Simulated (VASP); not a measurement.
# Cs3Sn (Pm-3m) in VASP: further runs

Cs3Sn is run at these levels: PBE; tasks: single point, relaxation of cell and atoms.

All numbers are computed with VASP 6.6.1; they aren't measurements. Logs are shortened: lines on timing, memory, paths and dates and some standing lists are left out, and cuts for length are marked.

**1. The cell of the first run**

It takes space group Pm-3m (No. 221, cubic). Conventional cell: a = 6.215 Å, b = 6.215 Å, c = 6.215 Å, α = 90.00°, β = 90.00°, γ = 90.00°. Within 5.8 Å of Cs (site symmetry 4/mmm) lie 8 Cs at 4.39 Å and 4 Sn at 4.39 Å. Sn (site symmetry m-3m) has 12 Cs at 4.39 Å within 5.8 Å.

**2. Single point, PBE**

The input, INCAR:

```
SYSTEM = Cs3Sn
  PREC = Accurate
  ENCUT = 520
  EDIFF = 1E-7
  ISMEAR = 0
  SIGMA = 0.1
  LREAL = .FALSE.
  LASPH = .TRUE.
  NELM = 60
  ALGO = Fast
  ISIF = 2
  LWAVE = .FALSE.
  LCHARG = .FALSE.
  GGA = PE
  NBANDS = 28
```

The input, KPOINTS:

```
regular mesh
0
G
  8 8 8
  0 0 0
```

The input, POSCAR:

```
Cs3Sn
1.0
    6.2151684627      0.0000000000      0.0000000000
    0.0000000000      6.2151684627      0.0000000000
    0.0000000000      0.0000000000      6.2151684627
Cs Sn
3 1
Direct
    0.0000000000      0.5000000000      0.5000000000
    0.5000000000      0.0000000000      0.5000000000
    0.5000000000      0.5000000000      0.0000000000
    0.0000000000      0.0000000000      0.0000000000
```

Potentials or basis: VASP PAW PBE potentials, release 64 (Cs_sv, Sn_d).

Started as:

```console
$ cat potpaw_PBE.64/Cs_sv/POTCAR potpaw_PBE.64/Sn_d/POTCAR > POTCAR
$ mpirun -np 1 vasp_std > vasp.out
```

OUTCAR:

```text
SYSTEM = Cs3Sn
   PREC = Accurate
   ENCUT = 520
   EDIFF = 1E-7
   ISMEAR = 0
   LREAL = .FALSE.
   LASPH = .TRUE.
   NELM = 60
   ISIF = 2
   GGA = PE

 ion  position               nearest neighbor table
   1  0.000  0.500  0.500-
   2  0.500  0.000  0.500-
   3  0.500  0.500  0.000-
   4  0.000  0.000  0.000-

  LATTYP: Found a simple cubic cell.
 ALAT       =     6.2151684627

  Lattice vectors:

 A1 = (   6.2151684627,   0.0000000000,   0.0000000000)
 A2 = (   0.0000000000,   6.2151684627,   0.0000000000)
 A3 = (   0.0000000000,   0.0000000000,   6.2151684627)

Analysis of symmetry for initial positions (statically):
=====================================================================
 Subroutine PRICEL returns:
 Original cell was already a primitive cell.

 Routine SETGRP: Setting up the symmetry group for a
 simple cubic supercell.

 Subroutine GETGRP returns: Found 48 space group operations
 (whereof 48 operations were pure point group operations)
 out of a pool of 48 trial point group operations.

The static configuration has the point symmetry O_h .

Analysis of symmetry for dynamics (positions and initial velocities):
=====================================================================
 Subroutine PRICEL returns:
 Original cell was already a primitive cell.

 Routine SETGRP: Setting up the symmetry group for a
 simple cubic supercell.

 Subroutine GETGRP returns: Found 48 space group operations
 (whereof 48 operations were pure point group operations)
 out of a pool of 48 trial point group operations.

The dynamic configuration has the point symmetry O_h .

 Subroutine INISYM returns: Found 48 space group operations
 (whereof 48 operations are pure point group operations),
 and found     1 'primitive' translations

----------------------------------------------------------------------------------------

                                     Primitive cell

  volume of cell :     240.0815

  direct lattice vectors                    reciprocal lattice vectors
     6.215168463  0.000000000  0.000000000     0.160896685  0.000000000  0.000000000
     0.000000000  6.215168463  0.000000000     0.000000000  0.160896685  0.000000000
     0.000000000  0.000000000  6.215168463     0.000000000  0.000000000  0.160896685

  length of vectors
     6.215168463  6.215168463  6.215168463     0.160896685  0.160896685  0.160896685

  position of ions in fractional coordinates (direct lattice)
     0.000000000  0.500000000  0.500000000
     0.500000000  0.000000000  0.500000000
     0.500000000  0.500000000  0.000000000
     0.000000000  0.000000000  0.000000000

  ion indices of the primitive-cell ions
   primitive index   ion index
                 1           1
                 2           2
                 3           3
                 4           4

----------------------------------------------------------------------------------------

 KPOINTS: regular mesh

Automatic generation of k-mesh.
 Grid dimensions read from file:
 generate k-points for:    8    8    8

 Generating k-lattice:

  Cartesian coordinates                     Fractional coordinates (reciprocal lattice)
     0.020112086  0.000000000  0.000000000     0.125000000  0.000000000  0.000000000
     0.000000000  0.020112086  0.000000000     0.000000000  0.125000000  0.000000000
     0.000000000  0.000000000  0.020112086     0.000000000  0.000000000  0.125000000

  Length of vectors
     0.020112086  0.020112086  0.020112086

  Shift w.r.t. Gamma in fractional coordinates (k-lattice)
     0.000000000  0.000000000  0.000000000

 Subroutine IBZKPT returns following result:
 ===========================================

 Found     35 irreducible k-points:

 Following reciprocal coordinates:
            Coordinates               Weight
  0.000000  0.000000  0.000000      1.000000
  0.125000  0.000000  0.000000      6.000000
  0.250000  0.000000  0.000000      6.000000
  0.375000  0.000000  0.000000      6.000000
  0.500000  0.000000  0.000000      3.000000
  0.125000  0.125000  0.000000     12.000000
[... 16 lines left out ...]
  0.375000  0.375000  0.125000     24.000000
  0.500000  0.375000  0.125000     24.000000
 [... further k-points ...]
   k-points           NKPTS =     35   k-points in BZ     NKDIM =     35   number of bands    NBANDS=     28
   number of dos      NEDOS =    301   number of ions     NIONS =      4
   total plane-waves  NPLWV = 110592
   dimension x,y,z NGX =    48 NGY =   48 NGZ =   48
   dimension x,y,z NGXF=    96 NGYF=   96 NGZF=   96
   ions per type =               3   1
   NGX,Y,Z   is equivalent  to a cutoff of  12.84, 12.84, 12.84 a.u.
   NGXF,Y,Z  is equivalent  to a cutoff of  25.68, 25.68, 25.68 a.u.
 SYSTEM =  Cs3Sn
   PREC   = accura    normal or accurate (medium, high low for compatibility)
   ISTART =      0    job   : 0-new  1-cont  2-samecut
   ICHARG =      2    charge: 1-file 2-atom 10-const
   ISPIN  =      1    spin polarized calculation?
   LNONCOLLINEAR =      F non collinear calculations
   LSORBIT =      F    spin-orbit coupling
   LASPH  =      T    aspherical Exc in radial PAW
   ENCUT  =  520.0 eV  38.22 Ry    6.18 a.u.  11.56 11.56 11.56*2*pi/ulx,y,z
   NELM   =     60;   NELMIN=  2; NELMDL= -5     # of ELM steps
   EDIFF  = 0.1E-06   stopping-criterion for ELM
   LREAL  =      F    real-space projection
   EDIFFG = 0.1E-05   stopping-criterion for IOM
   NSW    =      0    number of steps for IOM
   IBRION =     -1    ionic relax: 0-MD 1-quasi-New 2-CG
   NFREE  =      0    steps in history (QN), initial steepest desc. (CG)
   ISIF   =      2    stress and relaxation
   ISYM   =      2    0-nonsym 1-usesym 2-fastsym
   POTIM  = 0.5000    time-step for ionic-motion
   TEBEG  =    0.0;   TEEND  =   0.0 temperature during run
   PSTRESS=    0.0 pullay stress
   NELECT =      41.0000    total number of electrons
   NUPDOWN=      -1.0000    fix difference up-down
   EMIN   =  10.00;   EMAX   =-10.00  energy-range for DOS
   EFERMI =   0.00;   METHOD = LEGACY
   ISMEAR =     0;   SIGMA  =   0.10  broadening in eV -4-tet -1-fermi 0-gaus
   EFERMI_NEDOS =   21; number of points for ismear=-14 and -15
   IALGO  =     68    algorithm
   IMIX   =      4    mixing-type and parameters
     AMIX     =   0.40;   BMIX     =  1.00
     AMIX_MAG =   1.60;   BMIX_MAG =  1.00
  volume/ion in A,a.u.               =      60.02       405.04
  Fermi-wavevector in a.u.,A,eV,Ry     =   0.908273  1.716388 11.224267  0.824960
  Thomas-Fermi vector in A             =   2.032180
   LORBIT       =      0    0 simple, 1 ext, 2 COOP (PROOUT), +10 PAW based schemes
   GGA     = PE    functional components
   LHFCALC =     F    Hartree Fock is set to
   AEXX    =    0.0000 exact exchange contribution
   IVDW    =     0    specifies the selected vdW correction
   LEPSILON=     F    determine dielectric tensor
   LRPA    =     F    only Hartree local field effects (RPA)
 non-spin polarized calculation
 RMM-DIIS sequential band-by-band and
 Gauss-broadening in eV      SIGMA  =   0.10
  energy-cutoff  :      520.00
  volume of cell :      240.08
 maximum number of plane-waves:      6496
 NGX is ok and might be reduce to    48
   NGX = 23   NGY = 23   NGZ = 23

 number of electron      40.9999985 magnetization

 Free energy of the ion-electron system (eV)
  ---------------------------------------------------
  ext. energy  EPLUGINS =         0.00000000
  ---------------------------------------------------
  free energy    TOTEN  =        -6.02720903 eV

  energy without entropy =       -5.97636459  energy(sigma->0) =       -6.00178681

 E-fermi :   2.0201     XC(G=0):  -7.2180

 val. band max:        2.0117437224   @ k =   0.3750   0.2500   0.2500
 cond. band min:       2.0263834910   @ k =   0.1250   0.1250   0.1250
 fundamental gap:      0.0146397687
 Fermi energy:         2.0200585125

 k-point     1 :       0.0000    0.0000    0.0000
  band No.  band energies     occupation
      1     -21.3385      2.00000
      2     -21.2360      2.00000
      3     -21.2360      2.00000
      4     -18.6271      2.00000
      5     -18.6271      2.00000
      6     -18.6271      2.00000
[... 20 lines left out ...]
     27       3.5223      0.00000
     28       3.5775      0.00000

 k-point     2 :       0.1250    0.0000    0.0000
  band No.  band energies     occupation
      1     -21.3351      2.00000
      2     -21.2395      2.00000
      3     -21.2359      2.00000
      4     -18.6271      2.00000
      5     -18.6271      2.00000
      6     -18.6271      2.00000
[... 20 lines left out ...]
     27       3.6788      0.00000
     28       3.9200      0.00000

 k-point     3 :       0.2500    0.0000    0.0000
  band No.  band energies     occupation
      1     -21.3255      2.00000
      2     -21.2491      2.00000
      3     -21.2358      2.00000
      4     -18.6271      2.00000
      5     -18.6271      2.00000
      6     -18.6271      2.00000
[... 20 lines left out ...]
     27       4.0472      0.00000
     28       4.5918      0.00000

 k-point     4 :       0.3750    0.0000    0.0000
  band No.  band energies     occupation
      1     -21.3125      2.00000
      2     -21.2621      2.00000
      3     -21.2357      2.00000
      4     -18.6271      2.00000
      5     -18.6271      2.00000
      6     -18.6271      2.00000
[... 20 lines left out ...]
     27       4.5061      0.00000
     28       4.9700      0.00000

 k-point     5 :       0.5000    0.0000    0.0000
  band No.  band energies     occupation
      1     -21.3044      2.00000
      2     -21.2702      2.00000
      3     -21.2357      2.00000
      4     -18.6271      2.00000
      5     -18.6271      2.00000
      6     -18.6271      2.00000
[... 20 lines left out ...]
     27       5.0472      0.00000
     28       5.1443      0.00000

 k-point     6 :       0.1250    0.1250    0.0000
  band No.  band energies     occupation
      1     -21.3317      2.00000
      2     -21.2410      2.00000
      3     -21.2377      2.00000
      4     -18.6271      2.00000
      5     -18.6271      2.00000
      6     -18.6271      2.00000
[... 463 lines left out ...]
      5     -18.6271      2.00000
      6     -18.6271      2.00000
[... 20 lines left out ...]
     27       4.6933      0.00000
     28       4.7590      0.00000

 k-point    22 :       0.5000    0.2500    0.1250
  band No.  band energies     occupation
      1     -21.2924      2.00000
      2     -21.2699      2.00000
      3     -21.2475      2.00000
      4     -18.6271      2.00000
      5     -18.6271      2.00000
      6     -18.6270      2.00000
[... 20 lines left out ...]
     27       4.8339      0.00000
     28       4.9583      0.00000

 k-point    23 :       0.3750    0.3750    0.1250
  band No.  band energies     occupation
      1     -21.2897      2.00000
      2     -21.2648      2.00000
      3     -21.2550      2.00000
      4     -18.6271      2.00000
      5     -18.6271      2.00000
      6     -18.6270      2.00000
[... 20 lines left out ...]
     27       4.8874      0.00000
     28       5.0010      0.00000

 k-point    24 :       0.5000    0.3750    0.1250
  band No.  band energies     occupation
      1     -21.2820      2.00000
      2     -21.2698      2.00000
      3     -21.2577      2.00000
      4     -18.6271      2.00000
      5     -18.6271      2.00000
      6     -18.6270      2.00000
[... 20 lines left out ...]
     27       4.9421      0.00000
     28       5.2514      0.00000

 [... further k-points ...]
[... 5 lines left out ...]
  --------------------------------------------------------------------------------------
  -------------------------------------------------------------------------------------
  Total        0.0256696      0.0256696      0.0256696      0.0000000      0.0000000     -0.0000000
  in kB        0.1713051      0.1713051      0.1713051      0.0000000      0.0000000     -0.0000000
  external PRESSURE =       0.1713051 kB  Pullay stress =       0.0000000 kB

 VOLUME and BASIS-vectors are now :
 -----------------------------------------------------------------------------
  energy-cutoff  :      520.00
  volume of cell :      240.08
      direct lattice vectors                 reciprocal lattice vectors
     6.215168463  0.000000000  0.000000000     0.160896685  0.000000000  0.000000000
     0.000000000  6.215168463  0.000000000     0.000000000  0.160896685  0.000000000
     0.000000000  0.000000000  6.215168463     0.000000000  0.000000000  0.160896685

 POSITION                                       TOTAL-FORCE (eV/Angst)
 -----------------------------------------------------------------------------------
      0.00000      3.10758      3.10758         0.000000      0.000000      0.000000
      3.10758      0.00000      3.10758         0.000000      0.000000      0.000000
      3.10758      3.10758      0.00000         0.000000      0.000000      0.000000
      0.00000      0.00000      0.00000         0.000000      0.000000      0.000000
 -----------------------------------------------------------------------------------
    total drift:                                0.000000     -0.000000     -0.000000

  FREE ENERGIE OF THE ION-ELECTRON SYSTEM (eV)
  ---------------------------------------------------
  free  energy   TOTEN  =        -6.0272090349 eV

  energy  without entropy=       -5.9763645907  energy(sigma->0) =       -6.00178681
```

It took 6.7 min on 1 thread of Intel Xeon 8259CL, shared host; peak memory 0.45 GiB.

Results:

| Item | Value |
| --- | --- |
| Free energy | -6.0272 eV |
| Pressure | 0.0 GPa |
| Band gap on the k mesh | zero (an odd number of electrons rules out a gap without spin polarisation) |

Levels at points of the mesh, in eV from the Fermi level:
```tsv
k point	band 17	band 18	band 19	band 20	band 21	band 22	band 23	band 24
(0.00, 0.00, 0.00)	-9.88	-6.07	-0.97	0.44	0.44	0.44	1.17	1.17
(0.50, 0.00, 0.00)	-9.92	-5.89	-1.15	0.03	0.03	0.20	1.86	1.92
(0.50, 0.50, 0.00)	-9.78	-5.86	-0.59	-0.59	-0.21	0.89	1.86	1.86
(0.50, 0.50, 0.50)	-9.78	-5.96	0.06	0.06	0.06	0.67	0.67	0.67
```

Caveat: spin-orbit coupling is left out, which moves the levels of the heavy elements.

(Continued in part 2 of 2.)
